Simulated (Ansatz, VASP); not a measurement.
LiC2: VASP beside Ansatz

INCAR

```
SYSTEM = LiC2
PREC     = Accurate       ! precision mode
ENCUT    = 600            ! plane-wave cutoff, eV
EDIFF    = 1E-6           ! SCF threshold, eV
ISMEAR   = 0              ! smearing method
SIGMA    = 0.1            ! smearing width, eV
LREAL    = .False.        ! projectors in reciprocal space
LASPH    = .True.         ! aspherical terms in the spheres
NELM     = 100            ! most SCF steps
ALGO     = Normal         ! electronic algorithm
ISIF     = 3              ! what is computed and relaxed
LWAVE    = .False.        ! write WAVECAR
LCHARG   = .False.        ! write CHGCAR
GGA      = PE             ! functional
IBRION   = 2              ! ionic algorithm
NSW      = 100            ! ionic steps
EDIFFG   = -0.01          ! ionic threshold
```

KPOINTS

```
Automatic mesh
0
Gamma
  12 12 12
  0 0 0
```

Contents of POSCAR:

```
LiC2
1.0
    0.0000000000      2.6987205118      2.6987205118
    2.6987205118      0.0000000000      2.6987205118
    2.6987205118      2.6987205118      0.0000000000
Li C
2 4
Direct
    0.0000000000      0.0000000000      0.0000000000
    0.2500000000      0.2500000000      0.2500000000
    0.6250000000      0.6250000000      0.1250000000
    0.6250000000      0.1250000000      0.6250000000
    0.6250000000      0.6250000000      0.6250000000
    0.1250000000      0.6250000000      0.6250000000
```

Input for Ansatz:

```yaml
crystal:
  lattice:
    - [0.0, 2.6987205118, 2.6987205118]
    - [2.6987205118, 0.0, 2.6987205118]
    - [2.6987205118, 2.6987205118, 0.0]
  atoms:
    - { symbol: Li, position: [0.0, 0.0, 0.0] }
    - { symbol: Li, position: [0.25, 0.25, 0.25] }
    - { symbol: C, position: [0.625, 0.625, 0.125] }
    - { symbol: C, position: [0.625, 0.125, 0.625] }
    - { symbol: C, position: [0.625, 0.625, 0.625] }
    - { symbol: C, position: [0.125, 0.625, 0.625] }
basis:
  ecutwfc: 420
kpoints:
  mp_grid: { grid: [12, 12, 12] }
hamiltonian:
  xc: pbe
scf:
  occupations: { method: gaussian, width: 0.1 }
output:
  forces: true
  stress: true
  eigenvalues: true
relax:
  adjacent_minimum: "off"
  f_tol: 0.01
  max_steps: 80
  cell: { stress_tol: 0.05 }
```

Alike in both runs: task relaxation of cell and atoms; functional PBE; k mesh 12 × 12 × 12; occupations gaussian, width 0.1 eV; no spin polarisation.

|  | VASP | Ansatz |
| --- | --- | --- |
| version | VASP 6.6.1 | Ansatz 0.2.0 |
| potentials or method | VASP PAW PBE potentials, release 64 (Li_sv, C), cutoff 600 eV | scalar-relativistic, plane waves, PAW |
| valence electrons in the cell | 22 | 22 |

VASP gave:

| Item | Value |
| --- | --- |
| gap on the k mesh at the Fermi level, each at its own relaxed structure (eV) | none |
| relaxed volume (Å³/atom) | 6.45 |
| relaxed length of the cell vector where the two differ most in proportion (Å) | 3.797 |

What did Ansatz give for the same quantities?

gap on the k mesh at the Fermi level, each at its own relaxed structure (eV): none; relaxed volume (Å³/atom): 6.46; relaxed length of the cell vector where the two differ most in proportion (Å): 3.800.

A gap of «none» marks a metal or a gap that the smearing closes.

Noted on VASP's run: the cutoff is under 1.25 times that of the potentials, so the pressure is a little rough.
